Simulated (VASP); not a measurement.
Here is a VASP 6.6.1 calculation.

The input POSCAR:

```
NaI
1.0
   -1.0232470658      2.8139294310      2.8139294310
    2.8139294310     -1.0232470658      2.8139294310
    2.8139294310      2.8139294310     -1.0232470658
Na I
1 1
Direct
    0.0000000000      0.0000000000      0.0000000000
    0.5000000000      0.5000000000      0.5000000000
```

INCAR.step1

```
PREC = Accurate
ENCUT = 520
ISMEAR = 0
SIGMA = 0.05
LREAL = F
LASPH = T
NELM = 100
NBANDS = 14
GGA = PE
ALGO = Normal
EDIFF = 1E-4
LWAVE = T
LCHARG = F
```

INCAR.step2

```
PREC = Accurate
ENCUT = 520
EDIFF = 1E-6
ISMEAR = 0
SIGMA = 0.05
LREAL = F
LASPH = T
NELM = 100
ALGO = Normal
ISIF = 2
LWAVE = F
LCHARG = T
METAGGA = R2SCAN
LMIXTAU = T
LELF = T
LVHAR = T
NBANDS = 14
ISTART = 1
```

Contents of KPOINTS:

```
Automatic mesh
0
Gamma
  8 8 8
```

Potentials or basis: VASP PAW PBE potentials, release 64 (Na_pv, I).

Launch:

```bash
$ cat potpaw_PBE.64/Na_pv/POTCAR potpaw_PBE.64/I/POTCAR > POTCAR
$ cp INCAR.step1 INCAR
$ mpirun -np 1 vasp_std > vasp.out
$ cp INCAR.step2 INCAR
$ mpirun -np 1 vasp_std > vasp.out
```

**Question.** Predict the pressure.

**Answer.** -0.4 GPa.

**Question.** Estimate the band gap on the k mesh.

**Answer.** 3.28 eV (least direct gap 3.40 eV).

Stress tensor (GPa, compression positive):
```
-0.42  0.67  0.67
 0.67 -0.42  0.67
 0.67  0.67 -0.42
```

Caveat: the PAW data sets were made with another functional, which shifts forces and pressure a little; spin-orbit coupling is left out, which moves the levels of the heavy elements. A k mesh can miss the band edges.
